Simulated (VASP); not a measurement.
# HgH (P6_3/mmc) in VASP: notebook

Runs on HgH. Level: PBE. Tasks: single point, relaxation of cell and atoms.

Program: VASP 6.6.1. These are calculated values, not measurements. Logs are shortened: lines on timing, memory, paths and dates and some standing lists are left out, and cuts for length are marked.

### 1 The cell of the first run

Symmetry: P6_3/mmc, No. 194, hexagonal system. Conventional cell: a = 3.544 Å, b = 3.544 Å, c = 5.402 Å, α = 90.00°, β = 90.00°, γ = 120.00°. Hg (site symmetry -6m2) has 6 H at 2.45 Å within 3.2 Å. Within 3.2 Å of H (site symmetry -3m) lie 6 Hg at 2.45 Å and 2 H at 2.70 Å.

### 2 Single point, PBE

INCAR

```
PREC = Accurate
ENCUT = 520
EDIFF = 1E-7
ISMEAR = 0
SIGMA = 0.1
LREAL = F
LASPH = T
NELM = 100
ALGO = Normal
ISIF = 2
LWAVE = F
LCHARG = F
GGA = PE
NBANDS = 21
```

KPOINTS

```
Automatic mesh
0
Gamma
  15 15 8
```

POSCAR

```
HgH
1.0
    3.5442527956      0.0000000030      0.0000000000
   -1.7721264004      3.0694129569      0.0000000000
    0.0000000000      0.0000000000      5.4015030376
Hg H
2 2
Direct
    0.3333333333      0.6666666667      0.7500000000
    0.6666666667      0.3333333333      0.2500000000
    0.0000000000      0.0000000000      0.0000000000
    0.0000000000      0.0000000000      0.5000000000
```

Potentials or basis: VASP PAW PBE potentials, release 64 (Hg, H).

Launch:

```bash
$ cat potpaw_PBE.64/Hg/POTCAR potpaw_PBE.64/H/POTCAR > POTCAR
$ mpirun -np 1 vasp_std > vasp.out
```

OUTCAR:

```text
PREC = Accurate
   ENCUT = 520
   EDIFF = 1E-7
   ISMEAR = 0
   LREAL = F
   LASPH = T
   NELM = 100
   ISIF = 2
   GGA = PE

 ion  position               nearest neighbor table
   1  0.333  0.667  0.750-   2 3.39   2 3.39   2 3.39   2 3.39   2 3.39   2 3.39
   2  0.667  0.333  0.250-   1 3.39   1 3.39   1 3.39   1 3.39   1 3.39   1 3.39
   3  0.000  0.000  0.000-
   4  0.000  0.000  0.500-

  LATTYP: Found a hexagonal cell.
 ALAT       =     3.5442527956
 C/A-ratio  =     1.5240174302

  Lattice vectors:

 A1 = (   3.5442527956,   0.0000000030,   0.0000000000)
 A2 = (  -1.7721264004,   3.0694129569,   0.0000000000)
 A3 = (   0.0000000000,   0.0000000000,   5.4015030376)

Analysis of symmetry for initial positions (statically):
=====================================================================
 Subroutine PRICEL returns:
 Original cell was already a primitive cell.

 Routine SETGRP: Setting up the symmetry group for a
 hexagonal supercell.

 Subroutine GETGRP returns: Found 24 space group operations
 (whereof 12 operations were pure point group operations)
 out of a pool of 24 trial point group operations.

The static configuration has the point symmetry D_3d.
 The point group associated with its full space group is D_6h.

Analysis of symmetry for dynamics (positions and initial velocities):
=====================================================================
 Subroutine PRICEL returns:
 Original cell was already a primitive cell.

 Routine SETGRP: Setting up the symmetry group for a
 hexagonal supercell.

 Subroutine GETGRP returns: Found 24 space group operations
 (whereof 12 operations were pure point group operations)
 out of a pool of 24 trial point group operations.

The dynamic configuration has the point symmetry D_3d.
 The point group associated with its full space group is D_6h.

 Subroutine INISYM returns: Found 24 space group operations
 (whereof 12 operations are pure point group operations),
 and found     1 'primitive' translations

----------------------------------------------------------------------------------------

                                     Primitive cell

  volume of cell :      58.7617

  direct lattice vectors                    reciprocal lattice vectors
     3.544252796  0.000000003  0.000000000     0.282146917  0.162897599  0.000000000
    -1.772126400  3.069412957  0.000000000    -0.000000000  0.325795197  0.000000000
     0.000000000  0.000000000  5.401503038     0.000000000  0.000000000  0.185133655

  length of vectors
     3.544252796  3.544252796  5.401503038     0.325795197  0.325795197  0.185133655

  position of ions in fractional coordinates (direct lattice)
     0.333333333  0.666666667  0.750000000
     0.666666667  0.333333333  0.250000000
     0.000000000  0.000000000  0.000000000
     0.000000000  0.000000000  0.500000000

  ion indices of the primitive-cell ions
   primitive index   ion index
                 1           1
                 2           2
                 3           3
                 4           4

----------------------------------------------------------------------------------------

 KPOINTS: Automatic mesh

Automatic generation of k-mesh.
 Grid dimensions read from file:
 generate k-points for:   15   15    8

 Generating k-lattice:

  Cartesian coordinates                     Fractional coordinates (reciprocal lattice)
     0.018809794  0.010859840  0.000000000     0.066666667  0.000000000  0.000000000
    -0.000000000  0.021719680  0.000000000     0.000000000  0.066666667  0.000000000
     0.000000000  0.000000000  0.023141707     0.000000000  0.000000000  0.125000000

  Length of vectors
     0.021719680  0.021719680  0.023141707

  Shift w.r.t. Gamma in fractional coordinates (k-lattice)
     0.000000000  0.000000000  0.000000000

 Subroutine IBZKPT returns following result:
 ===========================================

 Found    135 irreducible k-points:

 Following reciprocal coordinates:
            Coordinates               Weight
  0.000000  0.000000  0.000000      1.000000
  0.066667 -0.000000  0.000000      6.000000
  0.133333 -0.000000  0.000000      6.000000
  0.200000 -0.000000  0.000000      6.000000
  0.266667 -0.000000  0.000000      6.000000
  0.333333 -0.000000  0.000000      6.000000
[... 16 lines left out ...]
  0.333333  0.200000  0.000000     12.000000
  0.400000  0.200000  0.000000      6.000000
 [... further k-points ...]
   k-points           NKPTS =    135   k-points in BZ     NKDIM =    135   number of bands    NBANDS=     21
   number of dos      NEDOS =    301   number of ions     NIONS =      4
   total plane-waves  NPLWV =  31360
   dimension x,y,z NGX =    28 NGY =   28 NGZ =   40
   dimension x,y,z NGXF=    56 NGYF=   56 NGZF=   80
   ions per type =               2   2
   NGX,Y,Z   is equivalent  to a cutoff of  13.13, 13.13, 12.31 a.u.
   NGXF,Y,Z  is equivalent  to a cutoff of  26.27, 26.27, 24.62 a.u.
 SYSTEM =  unknown system
   PREC   = accura    normal or accurate (medium, high low for compatibility)
   ISTART =      0    job   : 0-new  1-cont  2-samecut
   ICHARG =      2    charge: 1-file 2-atom 10-const
   ISPIN  =      1    spin polarized calculation?
   LNONCOLLINEAR =      F non collinear calculations
   LSORBIT =      F    spin-orbit coupling
   LASPH  =      T    aspherical Exc in radial PAW
   ENCUT  =  520.0 eV  38.22 Ry    6.18 a.u.   6.59  6.59 10.04*2*pi/ulx,y,z
   NELM   =    100;   NELMIN=  2; NELMDL= -5     # of ELM steps
   EDIFF  = 0.1E-06   stopping-criterion for ELM
   LREAL  =      F    real-space projection
   EDIFFG = 0.1E-05   stopping-criterion for IOM
   NSW    =      0    number of steps for IOM
   IBRION =     -1    ionic relax: 0-MD 1-quasi-New 2-CG
   NFREE  =      0    steps in history (QN), initial steepest desc. (CG)
   ISIF   =      2    stress and relaxation
   ISYM   =      2    0-nonsym 1-usesym 2-fastsym
   POTIM  = 0.5000    time-step for ionic-motion
   TEBEG  =    0.0;   TEEND  =   0.0 temperature during run
   PSTRESS=    0.0 pullay stress
   NELECT =      26.0000    total number of electrons
   NUPDOWN=      -1.0000    fix difference up-down
   EMIN   =  10.00;   EMAX   =-10.00  energy-range for DOS
   EFERMI =   0.00;   METHOD = LEGACY
   ISMEAR =     0;   SIGMA  =   0.10  broadening in eV -4-tet -1-fermi 0-gaus
   EFERMI_NEDOS =   21; number of points for ismear=-14 and -15
   IALGO  =     38    algorithm
   IMIX   =      4    mixing-type and parameters
     AMIX     =   0.40;   BMIX     =  1.00
     AMIX_MAG =   1.60;   BMIX_MAG =  1.00
  volume/ion in A,a.u.               =      14.69        99.14
  Fermi-wavevector in a.u.,A,eV,Ry     =   1.247482  2.357400 21.173552  1.556212
  Thomas-Fermi vector in A             =   2.381612
   LORBIT       =      0    0 simple, 1 ext, 2 COOP (PROOUT), +10 PAW based schemes
   GGA     = PE    functional components
   LHFCALC =     F    Hartree Fock is set to
   AEXX    =    0.0000 exact exchange contribution
   IVDW    =     0    specifies the selected vdW correction
   LEPSILON=     F    determine dielectric tensor
   LRPA    =     F    only Hartree local field effects (RPA)
 non-spin polarized calculation
 Gauss-broadening in eV      SIGMA  =   0.10
  energy-cutoff  :      520.00
  volume of cell :       58.76
 maximum number of plane-waves:      1614
 NGX is ok and might be reduce to    28
   NGX = 13   NGY = 13   NGZ = 21

 number of electron      26.0000000 magnetization

 Free energy of the ion-electron system (eV)
  ---------------------------------------------------
  ext. energy  EPLUGINS =         0.00000000
  ---------------------------------------------------
  free energy    TOTEN  =        -4.19521352 eV

  energy without entropy =       -4.19070957  energy(sigma->0) =       -4.19296155

 E-fermi :   1.7122     XC(G=0): -10.4152

 val. band max:        1.6826247261   @ k =   0.3333   0.0667   0.5000
 cond. band min:       1.7219812408   @ k =   0.4000   0.0000   0.3750
 fundamental gap:      0.0393565147
 Fermi energy:         1.7121619944

 k-point     1 :       0.0000    0.0000    0.0000
  band No.  band energies     occupation
      1      -7.3671      2.00000
      2      -5.3259      2.00000
      3      -4.7308      2.00000
      4      -4.7308      2.00000
      5      -4.6223      2.00000
      6      -4.5911      2.00000
[... 13 lines left out ...]
     20      14.4186      0.00000
     21      15.3459      0.00000

 k-point     2 :       0.0667   -0.0000    0.0000
  band No.  band energies     occupation
      1      -7.2911      2.00000
      2      -5.2929      2.00000
      3      -4.7775      2.00000
      4      -4.7046      2.00000
      5      -4.6067      2.00000
      6      -4.6013      2.00000
[... 13 lines left out ...]
     20      14.7610      0.00000
     21      15.3305      0.00000

 k-point     3 :       0.1333   -0.0000    0.0000
  band No.  band energies     occupation
      1      -7.0679      2.00000
      2      -5.2103      2.00000
      3      -4.8548      2.00000
      4      -4.7191      2.00000
      5      -4.6465      2.00000
      6      -4.6295      2.00000
[... 13 lines left out ...]
     20      14.5871      0.00000
     21      14.7166      0.00000

 k-point     4 :       0.2000   -0.0000    0.0000
  band No.  band energies     occupation
      1      -6.7166      2.00000
      2      -5.1459      2.00000
      3      -4.9589      2.00000
      4      -4.8925      2.00000
      5      -4.7069      2.00000
      6      -4.6328      2.00000
[... 13 lines left out ...]
     20      13.9460      0.00000
     21      14.9942      0.00000

 k-point     5 :       0.2667   -0.0000    0.0000
  band No.  band energies     occupation
      1      -6.2878      2.00000
      2      -5.2138      2.00000
      3      -5.1657      2.00000
      4      -4.8494      2.00000
      5      -4.7699      2.00000
      6      -4.6067      2.00000
[... 13 lines left out ...]
     20      13.4407      0.00000
     21      15.5376      0.00000
[... 382 lines left out ...]
     20      10.8361      0.00000
     21      15.4829      0.00000

 k-point    22 :       0.2667    0.2000    0.0000
  band No.  band energies     occupation
      1      -5.5924      2.00000
      2      -5.5553      2.00000
      3      -4.9959      2.00000
      4      -4.9249      2.00000
      5      -4.8114      2.00000
      6      -4.5360      2.00000
[... 13 lines left out ...]
     20      11.2076      0.00000
     21      16.1761      0.00000

 k-point    23 :       0.3333    0.2000    0.0000
  band No.  band energies     occupation
      1      -5.6732      2.00000
      2      -5.5029      2.00000
      3      -4.9658      2.00000
      4      -4.8324      2.00000
      5      -4.8108      2.00000
      6      -4.5625      2.00000
[... 13 lines left out ...]
     20      11.3651      0.00000
     21      17.0219      0.00000

 k-point    24 :       0.4000    0.2000    0.0000
  band No.  band energies     occupation
      1      -5.7007      2.00000
      2      -5.4981      2.00000
      3      -4.9615      2.00000
      4      -4.8089      2.00000
      5      -4.7886      2.00000
      6      -4.5735      2.00000
[... 13 lines left out ...]
     20      11.4034      0.00000
     21      17.4229      0.00000

 [... further k-points ...]
[... 5 lines left out ...]
  --------------------------------------------------------------------------------------
  -------------------------------------------------------------------------------------
  Total        0.0489891      0.0489891      0.0546388     -0.0000000      0.0000000      0.0000000
  in kB        1.3357203      1.3357203      1.4897630     -0.0000000      0.0000000      0.0000000
  external PRESSURE =       1.3870679 kB  Pullay stress =       0.0000000 kB

 VOLUME and BASIS-vectors are now :
 -----------------------------------------------------------------------------
  energy-cutoff  :      520.00
  volume of cell :       58.76
      direct lattice vectors                 reciprocal lattice vectors
     3.544252796  0.000000003  0.000000000     0.282146917  0.162897599  0.000000000
    -1.772126400  3.069412957  0.000000000    -0.000000000  0.325795197  0.000000000
     0.000000000  0.000000000  5.401503038     0.000000000  0.000000000  0.185133655

 POSITION                                       TOTAL-FORCE (eV/Angst)
 -----------------------------------------------------------------------------------
     -0.00000      2.04628      4.05113        -0.000000      0.000000      0.000000
      1.77213      1.02314      1.35038         0.000000     -0.000000      0.000000
      0.00000      0.00000      0.00000        -0.000000      0.000000      0.000000
      0.00000      0.00000      2.70075        -0.000000      0.000000      0.000000
 -----------------------------------------------------------------------------------
    total drift:                                0.000000     -0.000000      0.000000

  FREE ENERGIE OF THE ION-ELECTRON SYSTEM (eV)
  ---------------------------------------------------
  free  energy   TOTEN  =        -4.1952135243 eV

  energy  without entropy=       -4.1907095691  energy(sigma->0) =       -4.19296155
```

Wall time 1.8 min (1 thread of Intel Xeon Platinum 8259CL at 2.50GHz (Skylake/Cascade Lake), shared host); peak memory 0.28 GiB.

What came out:

```yaml
Free_energy: -4.1952 eV
Pressure: 0.1 GPa
Band_gap_on_the_k_mesh: zero (band 13 reaches 4.30 eV, above the bottom of band 14 at -0.15 eV)
```

Levels at points of the mesh, in eV from the Fermi level:
```tsv
k point	band 10	band 11	band 12	band 13	band 14	band 15	band 16	band 17
(0.00, 0.00, 0.00)	-5.76	-5.76	-4.10	-1.66	3.66	7.47	9.69	9.69
(0.00, 0.00, 0.50)	-5.89	-5.89	-5.89	2.59	2.59	7.84	7.84	10.34
```

Caveat: spin-orbit coupling is left out, which moves the levels of the heavy elements.

(Continued in part 2 of 2.)
